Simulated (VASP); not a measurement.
# CO2: single point with r2SCAN

CO2:

```
C O
1.0
     5.58140    0.00036   -0.00010
     0.00037    5.57772    0.00009
    -0.00008    0.00009    5.57740
C O
4 8
Cartesian
  -0.0145 5.5855 5.5675
  2.7764 5.5857 2.7787
  2.7762 2.7966 -0.0100
  -0.0145 2.7965 2.7790
  0.6548 0.6771 0.6605
  2.1066 4.9164 3.4492
  3.4459 2.1273 4.8971
  4.8972 3.4661 2.1084
  4.8973 4.9164 4.8970
  3.4457 0.6773 2.1082
  2.1064 3.4659 0.6604
  0.6552 2.1273 3.4496
```

```json
{
 "Program": "VASP 6.6.1",
 "Task": "single point",
 "Functional": "r2SCAN",
 "Potentials or basis": "VASP PAW PBE potentials, release 64 (C, O)",
 "Cutoff": "520 eV",
 "k mesh": "3 × 3 × 3, shifted",
 "Occupations": "fermi-dirac, width 0.024 eV",
 "Spin": "no spin polarisation"
}
```

The pressure is 1.9 GPa, the largest force is 0.787 eV/Å and the band gap on the k mesh is 7.69 eV, direct.

Forces on the atoms (eV/Å):
```
C    0.000  0.000  0.000
C    0.000  0.000  0.000
C    0.000  0.000  0.000
C    0.000  0.000  0.000
O    0.454  0.454  0.455
O   -0.454 -0.454  0.455
O    0.454 -0.454 -0.455
O   -0.454  0.454 -0.455
O   -0.454 -0.454 -0.455
O    0.454  0.454 -0.455
O   -0.454  0.454  0.454
O    0.454 -0.454  0.454
```

Levels at points of the mesh, in eV from the valence-band top:
| k point | band 30 | band 31 | band 32 | band 33 | band 34 | band 35 |
| --- | --- | --- | --- | --- | --- | --- |
| (0.50, 0.00, 0.00) | -0.30 | -0.07 | -0.07 | 8.77 | 8.77 | 8.98 |

Wall time 2.8 min on 1 thread of Intel(R) Xeon(R) 6975P-C (Granite Rapids) (shared host), peak memory 0.3 GiB.

Caveat: the PAW data sets were made with another functional, which shifts forces and pressure a little. A k mesh can miss the band edges.
